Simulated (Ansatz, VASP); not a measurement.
## Two plane-wave programs on Mo

Contents of INCAR:

```
SYSTEM = Mo
PREC = Accurate
ENCUT = 600
EDIFF = 1E-6
ISMEAR = 0
SIGMA = 0.1
LREAL = .FALSE.
LASPH = .TRUE.
NELM = 60
ALGO = Normal
ISIF = 3
LWAVE = .FALSE.
LCHARG = .FALSE.
GGA = PE
IBRION = 2
NSW = 100
EDIFFG = -0.005
```

File KPOINTS:

```
regular mesh
0
G
  18 18 16
  0 0 0
```

Contents of POSCAR:

```
Mo
1.0
    2.7355103972      0.0000000000      0.0000000000
   -1.3677551986      2.3690214963      0.0000000000
    0.0000000000      0.0000000000      2.5551807000
Mo
1
Direct
    0.0000000000      0.0000000000      0.5000000000
```

Input for Ansatz:

```yaml
crystal:
  lattice:
    - [2.7355103972, 0.0, 0.0]
    - [-1.3677551986, 2.3690214963, 0.0]
    - [0.0, 0.0, 2.5551807]
  atoms:
    - { symbol: Mo, position: [0.0, 0.0, 0.5] }
basis:
  ecutwfc: 420
kpoints:
  mp_grid: { grid: [18, 18, 16] }
hamiltonian:
  xc: pbe
scf:
  occupations: { method: gaussian, width: 0.1 }
output:
  forces: true
  stress: true
  eigenvalues: true
relax:
  adjacent_minimum: "off"
  f_tol: 0.005
  max_steps: 80
  cell: { stress_tol: 0.05 }
```

Alike in both runs: task relaxation of cell and atoms; functional PBE; k mesh 18 × 18 × 16; occupations gaussian, width 0.1 eV; no spin polarisation.

```csv
,VASP,Ansatz
version,VASP 6.6.1,Ansatz 0.2.0
potentials or method,"VASP PAW PBE potentials, release 64 (Mo_sv), cutoff 600 eV","scalar-relativistic, plane waves, PAW"
valence electrons in the cell,14,14
```

Ansatz gave:

| Item | Value |
| --- | --- |
| gap on the k mesh at the Fermi level, each at its own relaxed structure (eV) | none |
| relaxed volume (Å³/atom) | 16.79 |
| relaxed cell length with the largest relative difference (Å) | 2.526 |

**Question.** What did VASP give for the same quantities?

**Answer.** gap on the k mesh at the Fermi level, each at its own relaxed structure (eV): none; relaxed volume (Å³/atom): 16.82; relaxed cell length with the largest relative difference (Å): 2.530.

A gap of «none» marks a metal or a gap that the smearing closes.
